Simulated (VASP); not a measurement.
A run of VASP 6.6.1:

The input INCAR:

```
SYSTEM = Mg2SO
ALGO = Normal
EDIFF = 1E-6
ENCUT = 520
GGA = PE
ISIF = 2
ISMEAR = -1
LASPH = .True.
LCHARG = .True.
LELF = .True.
LREAL = .False.
LVHAR = .True.
LWAVE = .False.
NBANDS = 16
NELM = 100
PREC = Accurate
SIGMA = 0.02
```

The input KPOINTS:

```
k-points
0
Gamma
  8 8 6
  0 0 0
```

POSCAR

```
Mg2SO
1.0
    3.4083939418      0.0000000000      0.0000000000
    0.0000000000      3.4083939418      0.0000000000
    0.0000000000      0.0000000000      4.7335041862
O Mg S
1 2 1
Direct
    0.0000000000      0.0000000000      0.0000000000
    0.0000000000      0.0000000000      0.5000000000
    0.5000000000      0.5000000000      0.0000000000
    0.5000000000      0.5000000000      0.5000000000
```

Potentials or basis: VASP PAW PBE potentials, release 64 (O, Mg, S).

Launch:

```sh
$ cat potpaw_PBE.64/O/POTCAR potpaw_PBE.64/Mg/POTCAR potpaw_PBE.64/S/POTCAR > POTCAR
$ mpirun -np 1 vasp_std > vasp.out
```

Hardware: 1 thread of AMD EPYC 7R43 64-Core Processor (Zen 3), on a shared host.

Q: Estimate the wall time of this run.

A: Wall time 49 s on 1 thread of AMD EPYC 7R43 64-Core Processor (Zen 3) (shared host), peak memory 0.17 GiB. Counts: scf iterations 14, k points 60.
